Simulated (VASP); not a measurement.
# Si2Ge3 (P6/mmm) in VASP: single point with PBE

Aim: the single point of Si2Ge3 with PBE.

Program: VASP 6.6.1. These are calculated values, not measurements. Logs are shortened: lines on timing, memory, paths and dates and some standing lists are left out, and cuts for length are marked.

## (1) The cell of the first run

The structure is hexagonal, space group P6/mmm (No. 191). The conventional cell has a = 2.799 Å, b = 2.799 Å, c = 13.024 Å, α = 90.00°, β = 90.00°, γ = 120.00°. Si (site symmetry 6mm) has 7 Si at 2.45 to 2.80 Å and 1 Ge at 2.57 Å within 3.2 Å. Ge (site symmetry 6mm) has 1 Si at 2.57 Å and 7 Ge at 2.72 to 2.80 Å within 3.4 Å. Ge (site symmetry 6/mmm) has 8 Ge at 2.72 to 2.80 Å within 3.6 Å.

## (2) Single point, PBE, collinear spin

Input file INCAR:

```
SYSTEM = Si2Ge3
ALGO     = Normal         ! electronic algorithm
EDIFF    = 1E-6           ! SCF threshold, eV
ENCUT    = 520            ! plane-wave cutoff, eV
GGA      = PE             ! functional
ISIF     = 2              ! what is computed and relaxed
ISMEAR   = 0              ! smearing method
ISPIN    = 2              ! spin polarisation
LASPH    = .TRUE.         ! aspherical terms in the spheres
LCHARG   = .FALSE.        ! write CHGCAR
LORBIT   = 11             ! projections on sites
LREAL    = .FALSE.        ! projectors in reciprocal space
LWAVE    = .FALSE.        ! write WAVECAR
MAGMOM   = 1 3 3 1 3      ! initial moments
NBANDS   = 37             ! bands
NELM     = 150            ! most SCF steps
PREC     = Accurate       ! precision mode
SIGMA    = 0.1            ! smearing width, eV
```

Input file KPOINTS:

```
k-points
0
G
  18 18 4
  0 0 0
```

Input file POSCAR:

```
Si2Ge3
1.0
    2.7990980781      0.0000000000      0.0000000000
   -1.3995490390      2.4240900433      0.0000000000
    0.0000000000      0.0000000000     13.0244341529
Si Ge
2 3
Direct
    0.0000000000      0.0000000000      0.9060780050
    0.0000000000      0.0000000000      0.0939219950
    0.0000000000      0.0000000000      0.2909895092
    0.0000000000      0.0000000000      0.5000000000
    0.0000000000      0.0000000000      0.7090104908
```

Potentials or basis: VASP PAW PBE potentials, release 64 (Si, Ge_d).

Command:

```bash
> cat potpaw_PBE.64/Si/POTCAR potpaw_PBE.64/Ge_d/POTCAR > POTCAR
> mpirun -np 1 vasp_std > vasp.out
```

OUTCAR:

```text
SYSTEM = Si2Ge3
   EDIFF = 1E-6
   ENCUT = 520
   GGA = PE
   ISIF = 2
   ISMEAR = 0
   ISPIN = 2
   LASPH = .TRUE.
   LORBIT = 11
   LREAL = .FALSE.
   NELM = 150
   PREC = Accurate

 ion  position               nearest neighbor table
   1  0.000  0.000  0.906-   2 2.45   5 2.57
   2  0.000  0.000  0.094-   1 2.45   3 2.57
   3  0.000  0.000  0.291-   2 2.57   4 2.72
   4  0.000  0.000  0.500-   3 2.72   5 2.72
   5  0.000  0.000  0.709-   1 2.57   4 2.72

  LATTYP: Found a hexagonal cell.
 ALAT       =     2.7990980781
 C/A-ratio  =     4.6530824535

  Lattice vectors:

 A1 = (   2.7990980781,   0.0000000000,   0.0000000000)
 A2 = (  -1.3995490390,   2.4240900433,   0.0000000000)
 A3 = (   0.0000000000,   0.0000000000,  13.0244341529)

Analysis of symmetry for initial positions (statically):
=====================================================================
 Subroutine PRICEL returns:
 Original cell was already a primitive cell.

 Routine SETGRP: Setting up the symmetry group for a
 hexagonal supercell.

 Subroutine GETGRP returns: Found 24 space group operations
 (whereof 24 operations were pure point group operations)
 out of a pool of 24 trial point group operations.

The static configuration has the point symmetry D_6h.

Analysis of symmetry for dynamics (positions and initial velocities):
=====================================================================
 Subroutine PRICEL returns:
 Original cell was already a primitive cell.

 Routine SETGRP: Setting up the symmetry group for a
 hexagonal supercell.

 Subroutine GETGRP returns: Found 24 space group operations
 (whereof 24 operations were pure point group operations)
 out of a pool of 24 trial point group operations.

The dynamic configuration has the point symmetry D_6h.

Analysis of structural, dynamic, and magnetic symmetry:
=====================================================================
 Subroutine PRICEL returns:
 Original cell was already a primitive cell.

 Routine SETGRP: Setting up the symmetry group for a
 hexagonal supercell.

 Subroutine GETGRP returns: Found 12 space group operations
 (whereof 12 operations were pure point group operations)
 out of a pool of 24 trial point group operations.

The overall configuration has the point symmetry C_6v.

 Subroutine INISYM returns: Found 12 space group operations
 (whereof 12 operations are pure point group operations),
 and found     1 'primitive' translations

----------------------------------------------------------------------------------------

                                     Primitive cell

  volume of cell :      88.3742

  direct lattice vectors                    reciprocal lattice vectors
     2.799098078  0.000000000  0.000000000     0.357257935  0.206262965  0.000000000
    -1.399549039  2.424090043  0.000000000     0.000000000  0.412525930  0.000000000
     0.000000000  0.000000000 13.024434153     0.000000000  0.000000000  0.076778767

  length of vectors
     2.799098078  2.799098078 13.024434153     0.412525930  0.412525930  0.076778767

  position of ions in fractional coordinates (direct lattice)
     0.000000000  0.000000000  0.906078005
     0.000000000  0.000000000  0.093921995
     0.000000000  0.000000000  0.290989509
     0.000000000  0.000000000  0.500000000
     0.000000000  0.000000000  0.709010491

  ion indices of the primitive-cell ions
   primitive index   ion index
                 1           1
                 2           2
                 3           3
                 4           4
                 5           5

----------------------------------------------------------------------------------------

 KPOINTS: k-points

Automatic generation of k-mesh.
 Grid dimensions read from file:
 generate k-points for:   18   18    4

 Generating k-lattice:

  Cartesian coordinates                     Fractional coordinates (reciprocal lattice)
     0.019847663  0.011459054  0.000000000     0.055555556 -0.000000000  0.000000000
     0.000000000  0.022918107  0.000000000     0.000000000  0.055555556  0.000000000
     0.000000000  0.000000000  0.019194692     0.000000000  0.000000000  0.250000000

  Length of vectors
     0.022918107  0.022918107  0.019194692

  Shift w.r.t. Gamma in fractional coordinates (k-lattice)
     0.000000000  0.000000000  0.000000000

 Subroutine IBZKPT returns following result:
 ===========================================

 Found    111 irreducible k-points:

 Following reciprocal coordinates:
            Coordinates               Weight
  0.000000  0.000000  0.000000      1.000000
  0.055556  0.000000  0.000000      6.000000
  0.111111  0.000000  0.000000      6.000000
  0.166667  0.000000  0.000000      6.000000
  0.222222  0.000000  0.000000      6.000000
  0.277778  0.000000  0.000000      6.000000
[... 16 lines left out ...]
  0.333333  0.111111  0.000000     12.000000
  0.388889  0.111111  0.000000     12.000000
 [... further k-points ...]
   k-points           NKPTS =    111   k-points in BZ     NKDIM =    111   number of bands    NBANDS=     37
   number of dos      NEDOS =    301   number of ions     NIONS =      5
   total plane-waves  NPLWV =  56448
   dimension x,y,z NGX =    24 NGY =   24 NGZ =   98
   dimension x,y,z NGXF=    48 NGYF=   48 NGZF=  196
   ions per type =               2   3
   NGX,Y,Z   is equivalent  to a cutoff of  14.25, 14.25, 12.51 a.u.
   NGXF,Y,Z  is equivalent  to a cutoff of  28.51, 28.51, 25.02 a.u.
 SYSTEM =  Si2Ge3
   PREC   = accura    normal or accurate (medium, high low for compatibility)
   ISTART =      0    job   : 0-new  1-cont  2-samecut
   ICHARG =      2    charge: 1-file 2-atom 10-const
   ISPIN  =      2    spin polarized calculation?
   LNONCOLLINEAR =      F non collinear calculations
   LSORBIT =      F    spin-orbit coupling
   LASPH  =      T    aspherical Exc in radial PAW
   ENCUT  =  520.0 eV  38.22 Ry    6.18 a.u.   5.20  5.20 24.22*2*pi/ulx,y,z
   NELM   =    150;   NELMIN=  2; NELMDL= -5     # of ELM steps
   EDIFF  = 0.1E-05   stopping-criterion for ELM
   LREAL  =      F    real-space projection
[... 7 lines left out ...]
   TEBEG  =    0.0;   TEEND  =   0.0 temperature during run
   PSTRESS=    0.0 pullay stress
   NELECT =      50.0000    total number of electrons
   NUPDOWN=      -1.0000    fix difference up-down
   EMIN   =  10.00;   EMAX   =-10.00  energy-range for DOS
   EFERMI =   0.00;   METHOD = LEGACY
   ISMEAR =     0;   SIGMA  =   0.10  broadening in eV -4-tet -1-fermi 0-gaus
   EFERMI_NEDOS =   21; number of points for ismear=-14 and -15
   IALGO  =     38    algorithm
   IMIX   =      4    mixing-type and parameters
     AMIX     =   0.40;   BMIX     =  1.00
     AMIX_MAG =   1.60;   BMIX_MAG =  1.00
  volume/ion in A,a.u.               =      17.67       119.28
  Fermi-wavevector in a.u.,A,eV,Ry     =   1.354013  2.558714 24.944268  1.833352
  Thomas-Fermi vector in A             =   2.481220
   LORBIT       =     11    0 simple, 1 ext, 2 COOP (PROOUT), +10 PAW based schemes
   GGA     = PE    functional components
   LHFCALC =     F    Hartree Fock is set to
   AEXX    =    0.0000 exact exchange contribution
   IVDW    =     0    specifies the selected vdW correction
   LEPSILON=     F    determine dielectric tensor
   LRPA    =     F    only Hartree local field effects (RPA)
 spin polarized calculation
 Gauss-broadening in eV      SIGMA  =   0.10
  energy-cutoff  :      520.00
  volume of cell :       88.37
 maximum number of plane-waves:      2412
 NGX is ok and might be reduce to    24
   NGX = 11   NGY = 11   NGZ = 49

 number of electron      49.9999961 magnetization       0.0001396

 number of electron      49.9999961 magnetization      -0.0001661

 Free energy of the ion-electron system (eV)
  ---------------------------------------------------
  ext. energy  EPLUGINS =         0.00000000
  ---------------------------------------------------
  free energy    TOTEN  =       -22.84078026 eV

  energy without entropy =      -22.83173158  energy(sigma->0) =      -22.83625592

 E-fermi :   7.3777     XC(G=0): -11.0647

 val. band max:        7.3558312045   @ k =   0.3333   0.2222   0.2500
 cond. band min:       7.3893749569   @ k =   0.2222   0.1111   0.5000
 fundamental gap:      0.0335437524
 Fermi energy:         7.3777492182

 spin component 1

 k-point     1 :       0.0000    0.0000    0.0000
  band No.  band energies     occupation
      1     -17.3829      1.00000
      2     -17.3305      1.00000
      3     -17.3305      1.00000
      4     -17.3026      1.00000
      5     -17.3026      1.00000
      6     -17.3022      1.00000
[... 29 lines left out ...]
     36      18.6652      0.00000
     37      19.0098      0.00000
[... 918 lines left out ...]
     36      12.9794      0.00000
     37      16.9783      0.00000

 [... further k-points ...]

 spin component 2

 k-point     1 :       0.0000    0.0000    0.0000
  band No.  band energies     occupation
      1     -17.3830      1.00000
      2     -17.3306      1.00000
      3     -17.3306      1.00000
      4     -17.3026      1.00000
      5     -17.3026      1.00000
      6     -17.3023      1.00000
[... 29 lines left out ...]
     36      18.6619      0.00000
     37      19.0103      0.00000
[... 918 lines left out ...]
     36      12.9794      0.00000
     37      16.9785      0.00000

 [... further k-points ...]
[... 5 lines left out ...]
  --------------------------------------------------------------------------------------
  -------------------------------------------------------------------------------------
  Total        0.0058236      0.0058236     -0.0127946      0.0000000      0.0000000      0.0000000
  in kB        0.1055786      0.1055786     -0.2319593      0.0000000      0.0000000      0.0000000
  external PRESSURE =      -0.0069340 kB  Pullay stress =       0.0000000 kB

 VOLUME and BASIS-vectors are now :
 -----------------------------------------------------------------------------
  energy-cutoff  :      520.00
  volume of cell :       88.37
      direct lattice vectors                 reciprocal lattice vectors
     2.799098078  0.000000000  0.000000000     0.357257935  0.206262965  0.000000000
    -1.399549039  2.424090043  0.000000000     0.000000000  0.412525930  0.000000000
     0.000000000  0.000000000 13.024434153     0.000000000  0.000000000  0.076778767

 POSITION                                       TOTAL-FORCE (eV/Angst)
 -----------------------------------------------------------------------------------
      0.00000      0.00000     11.80115        -0.000000      0.000000      0.002056
      0.00000      0.00000      1.22328        -0.000000      0.000000     -0.002183
      0.00000      0.00000      3.78997         0.000000     -0.000000     -0.002745
      0.00000      0.00000      6.51222        -0.000000      0.000000      0.000020
      0.00000      0.00000      9.23446        -0.000000     -0.000000      0.002851
 -----------------------------------------------------------------------------------
    total drift:                                0.000000     -0.000000      0.000122

  FREE ENERGIE OF THE ION-ELECTRON SYSTEM (eV)
  ---------------------------------------------------
  free  energy   TOTEN  =       -22.8407802637 eV

  energy  without entropy=      -22.8317315752  energy(sigma->0) =      -22.83625592

 total charge

# of ion       s       p       d       tot
------------------------------------------
    1        0.807   0.746   0.000   1.553
    2        0.807   0.746   0.000   1.553
    3        1.211   1.039  10.034  12.284
    4        1.225   1.004  10.030  12.259
    5        1.211   1.039  10.034  12.284
--------------------------------------------------
tot          5.261   4.574  30.099  39.934

 magnetization (x)

# of ion       s       p       d       tot
------------------------------------------
    1        0.000   0.000   0.000   0.000
    2        0.000   0.000   0.000   0.000
    3        0.000  -0.000  -0.000  -0.000
    4        0.000  -0.000  -0.000  -0.000
    5        0.000  -0.000  -0.000  -0.000
--------------------------------------------------
tot          0.000  -0.000  -0.000   0.000
```

Run time: 16 min. Hardware: 1 thread of Oxide Virtual Turin-like, shared host; peak memory 0.58 GiB.

Results:

```
Free energy                                           : -22.8408 eV
Pressure                                              : 0.0 GPa
Band gap on the k mesh                                : zero (filled and empty bands overlap)
Net moment                                            : 0.00 μB per cell
Valence electrons inside the program's atomic spheres : Si 1.55; Ge 12.28, 12.26 (each value once)
```

Forces on the atoms (eV/Å):
```
Si   0.000  0.000  0.002
Si   0.000  0.000 -0.002
Ge   0.000  0.000 -0.003
Ge   0.000  0.000  0.000
Ge   0.000  0.000  0.003
```

Levels at points of the mesh, in eV from the Fermi level:
Spin up:
| k point | band 22 | band 23 | band 24 | band 25 | band 26 | band 27 | band 28 | band 29 |
| --- | --- | --- | --- | --- | --- | --- | --- | --- |
| (0.00, 0.00, 0.00) | -4.64 | 0.88 | 0.93 | 7.28 | 8.31 | 8.31 | 8.90 | 9.38 |
| (0.50, 0.00, 0.00) | -5.05 | -4.04 | -3.32 | -2.83 | -0.45 | 0.17 | 3.38 | 4.15 |
| (0.00, 0.00, 0.50) | -2.18 | -2.16 | 3.81 | 4.91 | 8.34 | 8.34 | 9.10 | 9.10 |
| (0.50, 0.00, 0.50) | -4.20 | -4.15 | -3.02 | -2.44 | -1.97 | 2.42 | 2.53 | 2.75 |
Spin down:
```csv
k point,band 21,band 22,band 23,band 24,band 25,band 26,band 27,band 28,band 29,band 30
"(0.00, 0.00, 0.00)",-4.92,-4.64,0.88,0.93,7.28,8.31,8.31,8.90,9.38,9.38
"(0.50, 0.00, 0.00)",-5.07,-5.05,-4.04,-3.32,-2.83,-0.45,0.17,3.38,4.15,4.31
"(0.00, 0.00, 0.50)",-6.20,-2.18,-2.16,3.81,4.91,8.34,8.34,9.10,9.10,10.23
"(0.50, 0.00, 0.50)",-5.59,-4.20,-4.15,-3.02,-2.44,-1.97,2.42,2.53,2.75,4.20
```

The gap in the log of VASP goes by the Fermi energy; the results here count the filled bands.